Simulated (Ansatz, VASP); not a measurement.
**Two plane-wave programs on Sb**

```
Sb
1.0
     2.98856   -6.37398    0.00000
     2.98856    6.37398    0.00000
     0.00000    0.00000    4.24772
Sb
6
Cartesian
  1.2658 1.4005 2.1239
  4.7113 -1.4005 2.1239
  1.2658 -1.4005 2.1239
  4.7113 1.4005 2.1239
  1.4943 3.1870 0.0000
  1.4943 -3.1870 0.0000
```

Alike in both runs: task single point; functional PBE; k mesh 4 × 4 × 4; occupations gaussian, width 0.1 eV; no spin polarisation.

|  | VASP | Ansatz |
| --- | --- | --- |
| version | VASP 6.6.1 | Ansatz 0.2.0 |
| potentials or method | VASP PAW PBE potentials, release 64 (Sb_d_GW), cutoff 500 eV | scalar-relativistic, plane waves, PAW |
| valence electrons in the cell | 90 | 90 |

|  | VASP | Ansatz | Ansatz less VASP |
| --- | --- | --- | --- |
| gap on the k mesh at the Fermi level (eV) | none | none | - |
| pressure (GPa) | 23.3 | 23.3 | +0.01 |
| traceless stress, the component that is largest in VASP (GPa) | -2.47 | -2.47 | 0.000 |
| rms of the force components (eV/Å) | 1.655 | 1.650 | -0.0045 |

Atom by atom the forces differ by 0.005 eV/Å (rms over components). A gap of «none» marks a metal or a gap that the smearing closes. With one functional, cell and mesh, what is left measures potentials, basis and numerics.

The k mesh is coarse, so the values compare programs but aren't converged. Spin-orbit coupling is off throughout.
